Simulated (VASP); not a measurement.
TiTe2, 3 atoms in the cell. It takes space group P-3m1 (No. 164, trigonal). Conventional cell: a = 3.777 Å, b = 3.777 Å, c = 6.498 Å, α = 90.00°, β = 90.00°, γ = 120.00°. Within 3.8 Å of Te (site symmetry 3m) lie 3 Ti at 2.77 Å and 9 Te at 3.78 Å. Within 3.8 Å of Ti (site symmetry -3m) lie 6 Te at 2.77 Å and 6 Ti at 3.78 Å. 

| Property | Result |
| --- | --- |
| Program | VASP 6.6.1 |
| Task | single point |
| Functional | PBE |
| Potentials or basis | VASP PAW PBE potentials, release 64 (Te, Ti_sv) |
| Cutoff | 520 eV |
| k mesh | 8 × 8 × 4 |
| Occupations | gaussian, width 0.012 eV |
| Spin | no spin polarisation |
| Dipole correction | no |
| Further INCAR settings | ALGO = Normal; EDIFF = 1e-06; NBANDS = 19 |

Potentials or basis: VASP PAW PBE potentials, release 64 (Te, Ti_sv).

The run is started by

```bash
$ cat potpaw_PBE.64/Te/POTCAR potpaw_PBE.64/Ti_sv/POTCAR > POTCAR
$ mpirun -np 1 vasp_std > vasp.out
```

Hardware: 1 thread of AMD EPYC 9R45 96-Core Processor (Zen 5), on a shared host.

Question: Estimate the wall time of this run.

Answer: It took 32 s on 1 thread of AMD EPYC 9R45 96-Core Processor (Zen 5), with other jobs on the host, peak memory 0.18 GiB. Counts: scf iterations 17, k points 35.
